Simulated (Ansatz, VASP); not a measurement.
# Ni in VASP and in Ansatz

```xyz
2
Lattice="0.0000 1.7690 1.7690 1.7690 0.0000 1.7690 3.5379 3.5379 0.0000" Properties=species:S:1:pos:R:3 pbc="T T T"
Ni    0.0000    0.0000    0.0000
Ni    1.7690    1.7690    0.0000
```

Alike in both runs: task single point; functional PBE; k mesh 14 × 14 × 7; occupations gaussian, width 0.1 eV; collinear spin.

```csv
,VASP,Ansatz
version,VASP 6.6.1,Ansatz 0.2.0
potentials or method,"VASP PAW PBE potentials, release 64 (Ni), cutoff 520 eV","PAW, plane waves, scalar-relativistic"
valence electrons in the cell,20,36
```

|  | VASP | Ansatz | Ansatz less VASP |
| --- | --- | --- | --- |
| pressure (GPa) | -3.9 | -3.1 | +0.79 |
| traceless stress, the component that is largest in VASP (GPa) | 0.21 | 0.00 | -0.206 |
| net moment per atom (μB) | 0.00 | 0.63 | +0.633 |
| size of the moment on the site where the two differ most (μB) | 0.28 | 0.67 | +0.394 |

The net moments are unlike, so the other rows may belong to different states. Site moments also hang on the region over which each program counts them. VASP's potentials hold 20 valence electrons a cell and Ansatz's 36, so a difference there can come from the potentials and not from the codes. Ansatz's warnings: look outside group, seeded moment not kept.
